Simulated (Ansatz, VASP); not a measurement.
# Two plane-wave programs on B2P3

```
CELL_PARAMETERS angstrom
4.48013 0.00000 0.00000
0.00000 4.48013 0.00000
0.00000 0.00000 4.48013
ATOMIC_POSITIONS crystal
B 0.00000 0.00000 0.00000
B 0.50000 0.50000 0.50000
P 0.50000 0.00000 0.00000
P 0.00000 0.50000 0.00000
P 0.00000 0.00000 0.50000
```

Alike in both runs: task relaxation of cell and atoms; functional PBE; k mesh 4 × 4 × 4; occupations gaussian, width 0.1 eV; no spin polarisation.

|  | VASP | Ansatz |
| --- | --- | --- |
| version | VASP 6.6.1 | Ansatz 0.2.0 |
| potentials or method | VASP PAW PBE potentials, release 64 (B, P), cutoff 600 eV | scalar-relativistic, plane waves, PAW |
| valence electrons in the cell | 21 | 21 |

|  | VASP | Ansatz | Ansatz less VASP |
| --- | --- | --- | --- |
| gap on the k mesh at the Fermi level, each at its own relaxed structure (eV) | none | none | - |
| relaxed volume (Å³/atom) | 12.73 | 12.77 | +0.039 |
| relaxed cell length with the largest relative difference (Å) | 3.993 | 3.997 | +0.0041 |

A gap of «none» marks a metal or a gap that the smearing closes.

Noted on VASP's run: the volume moved by over 15 % at a fixed basis, so the end points are rough.
